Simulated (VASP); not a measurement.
Wanted: the native input for a VASP 6.6.1 run.

```
Task                   : single point
Functional             : r2SCAN
Potentials or basis    : VASP PAW PBE potentials, release 64 (In_d, O)
Cutoff                 : 520 eV
k mesh                 : 12 × 12 × 2
Occupations            : gaussian, width 0.05 eV
Spin                   : no spin polarisation
Dipole correction      : no
Further INCAR settings : ALGO = Normal; EDIFF = 1e-06; NBANDS = 27
```

InO, a slab with vacuum:

```
In O
1.0
     3.72029    0.00000    0.00000
    -1.86015    3.22187    0.00000
     0.00000    0.00000   13.68247
In O
2 2
Direct
  0.66667 0.33333 0.59002
  0.66667 0.33333 0.40998
  0.00000 0.00000 0.63987
  0.00000 0.00000 0.36013
```

This cell differs from its parent crystal: ratio of the length along z to the lengths across it x 0.8, volume and fractional coordinates fixed.

One way to write it, as run:

POSCAR

```
InO
1.0
    3.7202926898      0.0000000000      0.0000000000
   -1.8601463449      3.2218679788      0.0000000000
    0.0000000000      0.0000000000     13.6824700068
In O
2 2
Direct
    0.6666666667      0.3333333333      0.5900210000
    0.6666666667      0.3333333333      0.4099790000
    0.0000000000      0.0000000000      0.6398670000
    0.0000000000      0.0000000000      0.3601330000
```

INCAR.step1

```
ALGO = Normal
EDIFF = 1E-4
ENCUT = 520
GGA = PE
ISMEAR = 0
LASPH = True
LCHARG = False
LREAL = False
LWAVE = True
NBANDS = 27
NELM = 100
PREC = Accurate
SIGMA = 0.05
```

INCAR.step2

```
ALGO = Normal
EDIFF = 1E-6
ENCUT = 520
ISIF = 2
ISMEAR = 0
ISTART = 1
LASPH = True
LCHARG = True
LELF = True
LMIXTAU = True
LREAL = False
LVHAR = True
LWAVE = False
METAGGA = R2SCAN
NBANDS = 27
NELM = 100
PREC = Accurate
SIGMA = 0.05
```

KPOINTS

```
k-points
0
Gamma
  12 12 2
```

Potentials or basis: VASP PAW PBE potentials, release 64 (In_d, O).

Launch:

```console
$ cat potpaw_PBE.64/In_d/POTCAR potpaw_PBE.64/O/POTCAR > POTCAR
$ cp INCAR.step1 INCAR
$ mpirun -np 1 vasp_std > vasp.out
$ cp INCAR.step2 INCAR
$ mpirun -np 1 vasp_std > vasp.out
```

It gave:

- Largest force: 3.779 eV/Å
- Band gap on the k mesh: 0.50 eV, indirect (least direct gap 1.10 eV)

Caveat: the PAW data sets were made with another functional, which shifts forces and pressure a little; spin-orbit coupling is left out, which moves the levels of the heavy elements.

Run time: 6.2 min on 1 thread of Intel(R) Xeon(R) 6975P-C (Granite Rapids), on a shared host, peak memory 0.39 GiB.
